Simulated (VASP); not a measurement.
A run of VASP 6.6.1 is set up as follows.

File INCAR:

```
SYSTEM = InSb3
PREC = Accurate
ENCUT = 520
EDIFF = 1E-6
ISMEAR = 0
SIGMA = 0.15
LREAL = .FALSE.
LASPH = .TRUE.
NELM = 60
ALGO = Normal
ISIF = 2
LWAVE = .FALSE.
LCHARG = .TRUE.
GGA = PE
IVDW = 12
LELF = .TRUE.
LVHAR = .TRUE.
NBANDS = 22
```

KPOINTS

```
Automatic mesh
0
G
  12 12 12
  0 0 0
```

The input POSCAR:

```
InSb3
1.0
    0.0000000000      3.7279225306      3.7279225306
    3.7279225306      0.0000000000      3.7279225306
    3.7279225306      3.7279225306      0.0000000000
In Sb
1 3
Direct
   -0.0301776657     -0.0301776657      0.0301776657
    0.2500000000      0.2500000000      0.2500000000
    0.7500000000      0.7500000000      0.7500000000
    0.5000000000      0.5000000000      0.5000000000
```

Potentials or basis: VASP PAW PBE potentials, release 64 (In_d, Sb).

Command:

```console
$ cat potpaw_PBE.64/In_d/POTCAR potpaw_PBE.64/Sb/POTCAR > POTCAR
$ mpirun -np 1 vasp_std > vasp.out
```

Question: Estimate the dispersion energy per atom.

Answer: -0.489 eV.

Question: Estimate the band gap on the k mesh.

Answer: Zero (bands 14 and 15 overlap by 3.34 eV).

Question: What does it give for the largest force?

Answer: 0.654 eV/Å.

Question: Estimate the pressure.

Answer: 0.6 GPa.

Stress tensor (GPa, compression positive):
```
0.69 0.00 0.00
0.00 0.69 0.00
0.00 0.00 0.39
```

Caveat: the cell differs from its parent crystal (atom 1 (In) moved -0.225 Å along Cartesian [0 0 1]); spin-orbit coupling is left out, which moves the levels of the heavy elements.
